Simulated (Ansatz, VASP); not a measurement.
**Sn3Te: VASP beside Ansatz**

The input INCAR:

```
PREC = Accurate ; ENCUT = 520
EDIFF = 1E-6 ; ISMEAR = 1
SIGMA = 0.1 ; LREAL = F
LASPH = T ; NELM = 80
ALGO = Normal ; ISIF = 2
LWAVE = F ; LCHARG = F
GGA = PE ; NBANDS = 32
```

The input KPOINTS:

```
Automatic mesh
0
Gamma
  5 5 5
```

File POSCAR:

```
Sn3Te
1.0
    4.8656220000      0.0000000000      0.0000000000
    0.0000000000      4.8656220000      0.0000000000
    0.0000000000      0.0000000000      4.8656220000
Sn Te
3 1
Direct
    0.4588952862      0.5000000000      0.0000000000
    0.5000000000      0.0000000000      0.5000000000
    0.0000000000      0.5000000000      0.5000000000
    0.0000000000      0.0000000000      0.0000000000
```

Input for Ansatz:

```yaml
crystal:
  lattice:
    - [4.865622, 0.0, 0.0]
    - [0.0, 4.865622, 0.0]
    - [0.0, 0.0, 4.865622]
  atoms:
    - { symbol: Sn, position: [0.4588952861525207, 0.5, 0.0] }
    - { symbol: Sn, position: [0.5, 0.0, 0.5] }
    - { symbol: Sn, position: [0.0, 0.5, 0.5] }
    - { symbol: Te, position: [0.0, 0.0, 0.0] }
basis:
  ecutwfc: 557.833418042754
kpoints:
  mp_grid:
    grid: [5, 5, 5]
scf:
  occupations:
    method: cold
output:
  forces: true
```

Alike in both runs: task single point; functional PBE; k mesh 5 × 5 × 5; no spin polarisation.

|  | VASP | Ansatz |
| --- | --- | --- |
| version | VASP 6.6.1 | Ansatz 0.2.0 |
| potentials or method | VASP PAW PBE potentials, release 64 (Sn_d, Te), cutoff 520 eV | plane waves, PAW |
| occupations | methfessel-paxton of order 1, width 0.1 eV | cold |
| valence electrons in the cell | 48 | 58 |

```csv
,VASP,Ansatz,Ansatz less VASP
rms of the force components (eV/Å),0.088,0.089,+0.0008
```

Atom by atom the forces differ by 0.003 eV/Å (rms over components). VASP's potentials hold 48 valence electrons a cell and Ansatz's 58, so a difference there can come from the potentials and not from the codes.

Spin-orbit coupling is off throughout.
